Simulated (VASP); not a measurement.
# Ba: single point with PBE

The system is Ba.

```
Ba
1.0
    -2.57163    2.57163    2.57163
     2.57163   -2.57163    2.57163
     2.57163    2.57163   -2.57163
Ba
1
Direct
  0.00000 0.00000 0.00000
```

```json
{
 "Program": "VASP 6.6.1",
 "Task": "single point",
 "Functional": "PBE",
 "Potentials or basis": "VASP PAW PBE potentials, release 64 (Ba_sv)",
 "Cutoff": "520 eV",
 "k mesh": "7 × 7 × 7",
 "Occupations": "fermi-dirac, width 0.1 eV",
 "Spin": "no spin polarisation",
 "Dipole correction": "no",
 "Further INCAR settings": "ALGO = Normal; EDIFF = 1e-06; NBANDS = 11"
}
```

```
Pressure               : -0.5 GPa
Band gap on the k mesh : zero (band 5 reaches 1.65 eV, above the bottom of band 6 at 1.06 eV)
```

Levels at points of the mesh, in eV from the Fermi level:
```csv
k point,band 1,band 2,band 3,band 4,band 5,band 6,band 7,band 8,band 9,band 10
"(0.00, 0.00, 0.00)",-29.02,-14.01,-14.01,-14.01,-2.71,1.74,1.74,1.74,3.05,3.05
```

It took 16 s on 1 thread of Intel(R) Xeon(R) Platinum 8375C CPU @ 2.90GHz (Ice Lake) (shared host), peak memory 0.2 GiB.

Caveat: spin-orbit coupling is left out, which moves the levels of the heavy elements.
